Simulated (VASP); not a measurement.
# C (P6_3/mmc) in VASP: a series of runs, part 2 of 2

VASP 6.6.1. The steps go on from the part before.

## (4) Single point, PBE (volume scaled by 0.97)

INCAR

```
SYSTEM = C
PREC = Accurate
ENCUT = 600
EDIFF = 1E-6
ISMEAR = -1
SIGMA = 0.03
LREAL = .FALSE.
LASPH = .TRUE.
NELM = 120
ALGO = Normal
ISIF = 2
LWAVE = .FALSE.
LCHARG = .TRUE.
GGA = PE
LELF = .TRUE.
LVHAR = .TRUE.
NBANDS = 11
GGA_COMPAT = .FALSE.
```

KPOINTS

```
regular mesh
0
G
  17 17 9
  0 0 0
```

POSCAR

```
C
1.0
    2.1086817513      0.0000000000      0.0000000000
   -1.0543408757      1.8261719651      0.0000000000
    0.0000000000      0.0000000000      3.5057072656
C
2
Direct
    0.3333333333      0.6666666667      0.2500000000
    0.6666666667      0.3333333333      0.7500000000
```

Potentials or basis: VASP PAW PBE potentials, release 64 (C).

Launch:

```
cat potpaw_PBE.64/C/POTCAR > POTCAR
mpirun -np 1 vasp_std > vasp.out
```

OUTCAR:

```text
SYSTEM = C
   PREC = Accurate
   ENCUT = 600
   EDIFF = 1E-6
   ISMEAR = -1
   LREAL = .FALSE.
   LASPH = .TRUE.
   NELM = 120
   ISIF = 2
   GGA = PE

 ion  position               nearest neighbor table
   1  0.333  0.667  0.250-
   2  0.667  0.333  0.750-

  LATTYP: Found a hexagonal cell.
 ALAT       =     2.1086817513
 C/A-ratio  =     1.6625113123

  Lattice vectors:

 A1 = (   2.1086817513,   0.0000000000,   0.0000000000)
 A2 = (  -1.0543408757,   1.8261719651,   0.0000000000)
 A3 = (   0.0000000000,   0.0000000000,   3.5057072656)

Analysis of symmetry for initial positions (statically):
=====================================================================
 Subroutine PRICEL returns:
 Original cell was already a primitive cell.

 Routine SETGRP: Setting up the symmetry group for a
 hexagonal supercell.

 Subroutine GETGRP returns: Found 24 space group operations
 (whereof 12 operations were pure point group operations)
 out of a pool of 24 trial point group operations.

The static configuration has the point symmetry D_3d.
 The point group associated with its full space group is D_6h.

Analysis of symmetry for dynamics (positions and initial velocities):
=====================================================================
 Subroutine PRICEL returns:
 Original cell was already a primitive cell.

 Routine SETGRP: Setting up the symmetry group for a
 hexagonal supercell.

 Subroutine GETGRP returns: Found 24 space group operations
 (whereof 12 operations were pure point group operations)
 out of a pool of 24 trial point group operations.

The dynamic configuration has the point symmetry D_3d.
 The point group associated with its full space group is D_6h.

[... 114 lines left out ...]
   EFERMI_NEDOS =   21; number of points for ismear=-14 and -15
   IALGO  =     38    algorithm
   IMIX   =      4    mixing-type and parameters
     AMIX     =   0.40;   BMIX     =  1.00
     AMIX_MAG =   1.60;   BMIX_MAG =  1.00
  volume/ion in A,a.u.               =       6.75        45.55
  Fermi-wavevector in a.u.,A,eV,Ry     =   1.375082  2.598529 25.726596  1.890851
  Thomas-Fermi vector in A             =   2.500450
   LORBIT       =      0    0 simple, 1 ext, 2 COOP (PROOUT), +10 PAW based schemes
   GGA     = PE    functional components
   LHFCALC =     F    Hartree Fock is set to
   AEXX    =    0.0000 exact exchange contribution
   IVDW    =     0    specifies the selected vdW correction
   LEPSILON=     F    determine dielectric tensor
   LRPA    =     F    only Hartree local field effects (RPA)
 non-spin polarized calculation
  energy-cutoff  :      600.00
  volume of cell :       13.50
 maximum number of plane-waves:       461
 NGX is ok and might be reduce to    18
   NGX =  9   NGY =  9   NGZ = 15

 number of electron       8.0000000 magnetization

 Free energy of the ion-electron system (eV)
  ---------------------------------------------------
  ext. energy  EPLUGINS =         0.00000000
  ---------------------------------------------------
  free energy    TOTEN  =        -9.47556470 eV

  energy without entropy =       -9.47428489  energy(sigma->0) =       -9.47492480

 E-fermi :   8.5882     XC(G=0): -13.0785

 val. band max:        8.5057463840   @ k =   0.2353   0.2353   0.4444
 cond. band min:       8.5989176223   @ k =   0.3529   0.1765   0.4444
 fundamental gap:      0.0931712383
 Fermi energy:         8.5881938553

 k-point     1 :       0.0000    0.0000    0.0000
  band No.  band energies     occupation
      1     -11.1312      2.00000
      2      -1.3662      2.00000
      3      -0.8231      2.00000
      4      15.6312      0.00000
      5      15.6312      0.00000
      6      17.0479      0.00000
      7      17.3789      0.00000
      8      17.3789      0.00000
      9      34.5954      0.00000
     10      37.8993      0.00000
     11      38.6075      0.00000
[... 309 lines left out ...]
 k-point    24 :       0.1765    0.1765    0.0000
  band No.  band energies     occupation
      1      -7.6237      2.00000
      2       1.5671      2.00000
      3       2.6885      2.00000
      4       7.8553      2.00000
      5       9.1701      0.00000
      6      13.7637      0.00000
      7      14.4025      0.00000
      8      14.8751      0.00000
      9      28.8870      0.00000
     10      31.2391      0.00000
     11      33.7844      0.00000

 [... further k-points ...]
[... 5 lines left out ...]
  --------------------------------------------------------------------------------------
  -------------------------------------------------------------------------------------
  Total        0.4061453      0.4061453      0.4358781     -0.0000000      0.0000000     -0.0000000
  in kB       48.2018484     48.2018484     51.7305684     -0.0000000      0.0000000     -0.0000000
  external PRESSURE =      49.3780884 kB  Pullay stress =       0.0000000 kB

 VOLUME and BASIS-vectors are now :
 -----------------------------------------------------------------------------
  energy-cutoff  :      600.00
  volume of cell :       13.50
      direct lattice vectors                 reciprocal lattice vectors
     2.108681751  0.000000000  0.000000000     0.474229930  0.273796778  0.000000000
    -1.054340876  1.826171965  0.000000000     0.000000000  0.547593556  0.000000000
     0.000000000  0.000000000  3.505707266     0.000000000  0.000000000  0.285249145

 POSITION                                       TOTAL-FORCE (eV/Angst)
 -----------------------------------------------------------------------------------
     -0.00000      1.21745      0.87643        -0.000000      0.000000      0.000000
      1.05434      0.60872      2.62928         0.000000     -0.000000      0.000000
 -----------------------------------------------------------------------------------
    total drift:                               -0.000000      0.000000      0.000000

  FREE ENERGIE OF THE ION-ELECTRON SYSTEM (eV)
  ---------------------------------------------------
  free  energy   TOTEN  =        -9.4755647047 eV

  energy  without entropy=       -9.4742848863  energy(sigma->0) =       -9.47492480
```

OSZICAR:

```text
N       E                     dE             d eps       ncg     rms          rms(c)
DAV:   1     0.815671753721E+01    0.81567E+01   -0.48112E+03  3670   0.764E+02
DAV:   2    -0.903530986823E+01   -0.17192E+02   -0.16253E+02  4996   0.112E+02
DAV:   3    -0.947110905637E+01   -0.43580E+00   -0.43020E+00  4425   0.139E+01
DAV:   4    -0.947224279063E+01   -0.11337E-02   -0.11337E-02  4182   0.787E-01
DAV:   5    -0.947224394941E+01   -0.11588E-05   -0.11594E-05  4392   0.266E-02    0.129E+00
DAV:   6    -0.947381084976E+01   -0.15669E-02   -0.12769E-03  4197   0.258E-01    0.750E-01
DAV:   7    -0.947552635980E+01   -0.17155E-02   -0.23878E-03  4005   0.366E-01    0.440E-02
DAV:   8    -0.947556487913E+01   -0.38519E-04   -0.74740E-05  4416   0.707E-02    0.474E-03
DAV:   9    -0.947556470466E+01    0.17448E-06   -0.19690E-07  2767   0.370E-03
   1 F= -.94755647E+01 E0= -.94749248E+01  d E =-.127982E-02
```

stdout:

```text
POSCAR found type information on POSCAR C
 POSCAR found :  1 types and       2 ions
 scaLAPACK will be used
 LDA part: xc-table for (Slater+PW92), standard interpolation
 POSCAR, INCAR and KPOINTS ok, starting setup
 FFT: planning ... GRIDC
 FFT: planning ... GRID_SOFT
 FFT: planning ... GRID
 WAVECAR not read
 entering main loop
```

It took 30 s on 1 thread of AMD EPYC 7R13, shared host; peak memory 0.11 GiB.

Results:

```
Free energy            : -9.4756 eV
Pressure               : 4.9 GPa
Band gap on the k mesh : zero (band 4 reaches 15.68 eV, above the bottom of band 5 at 4.59 eV)
```

Levels at points of the mesh, in eV from the Fermi level:
```tsv
k point	band 1	band 2	band 3	band 4	band 5	band 6	band 7	band 8	band 9
(0.00, 0.00, 0.00)	-19.72	-9.95	-9.41	7.04	7.04	8.46	8.79	8.79	26.01
```

## (5) Overview

```tsv
level	cell	cutoff (eV)	gap on the mesh (eV)	pressure (GPa)
PBEsol	a = 2.130, b = 2.130, c = 3.541 Å, angles 90.0, 90.0, 120.0°, 2 atoms	520	none	-7.4
PBE	a = 2.087, b = 2.087, c = 3.470 Å, angles 90.0, 90.0, 120.0°, 2 atoms	600	none	10.5
PBE	a = 2.109, b = 2.109, c = 3.506 Å, angles 90.0, 90.0, 120.0°, 2 atoms	600	none	4.9
```

Alike in all rows: task single point; potentials or basis VASP PAW PBE potentials, release 64 (C); no spin polarisation; k mesh 17 × 17 × 9; smearing fermi-dirac 0.03 eV.

Caveats: the PAW data sets were made with another functional, which shifts forces and pressure a little (some runs).

Absolute energies hang on the potentials; compare differences alone.
